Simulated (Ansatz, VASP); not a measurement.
**One calculation of BaLiF3, two programs**

```
Ba Li F
1.0
     3.92875    0.00000    0.00000
     0.00000    3.92875    0.00000
     0.00000    0.00000    3.92875
Ba Li F
1 1 3
Direct
  0.00000 0.00000 0.00000
  0.50000 0.50000 0.50000
  0.00000 0.50000 0.50000
  0.50000 0.50000 0.00000
  0.50000 0.00000 0.50000
```

Change from the starting cell: strain -0.015 along x and y, -0.015 along z, atoms carried along.

Alike in both runs: task single point; functional LDA; k mesh 6 × 6 × 6; occupations gaussian, width 0.05 eV; no spin polarisation.

|  | VASP | Ansatz |
| --- | --- | --- |
| version | VASP 6.6.1 | Ansatz 0.2.0 |
| potentials or method | VASP PAW LDA potentials, release 64 (Ba_sv, Li_sv, F), cutoff 520 eV | scalar-relativistic, plane waves, PAW |
| valence electrons in the cell | 34 | 34 |

Ansatz gave:

- gap on the k mesh at the Fermi level (eV): 6.63
- least direct gap on the mesh (eV): 6.63

Problem. Which values does VASP return?

Solution. gap on the k mesh at the Fermi level (eV): 6.53; least direct gap on the mesh (eV): 6.53.

LDA's correlation is that of Perdew and Zunger in VASP and of Perdew and Wang (1992) in Ansatz.

Spin-orbit coupling is off throughout. Noted on VASP's run: the cutoff is short for stress, so the pressure is rough.
